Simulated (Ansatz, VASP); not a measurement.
## SiNi: VASP beside Ansatz

```
CELL_PARAMETERS angstrom
2.99479 0.00000 0.00000
0.00000 3.23460 0.00000
0.00000 0.00000 4.81264
ATOMIC_POSITIONS crystal
Si 0.50000 0.50000 0.84095
Si 0.00000 0.00000 0.15905
Ni 0.50000 0.50000 0.34002
Ni 0.00000 0.00000 0.65998
```

Change from the starting cell: strain along c alone, the other axes held, atoms relaxed: +3.0 %.

Alike in both runs: functional PBEsol; k mesh 18 × 16 × 12; occupations gaussian, width 0.1 eV; no spin polarisation.

Ansatz relaxed the structure, and its values are those at the end. VASP's run is a single point on that final structure, the one shown.

|  | VASP | Ansatz |
| --- | --- | --- |
| version | VASP 6.6.1 | Ansatz 0.2.0 |
| potentials or method | VASP PAW PBE potentials, release 64 (Si, Ni), cutoff 520 eV | scalar-relativistic, plane waves, PAW |
| valence electrons in the cell | 28 | 44 |

|  | VASP | Ansatz | Ansatz less VASP |
| --- | --- | --- | --- |
| gap on the k mesh at the Fermi level (eV) | none | none | - |
| pressure (GPa) | -6.0 | -5.9 | +0.05 |
| rms of the force components (eV/Å) | 0.005 | 0.001 | -0.0041 |

VASP's potentials were made for PBE, not for PBEsol. A gap of «none» marks a metal or a gap that the smearing closes. VASP's potentials hold 28 valence electrons a cell and Ansatz's 44, so a difference there can come from the potentials and not from the codes. Ansatz's warnings: stress scf threshold loose.
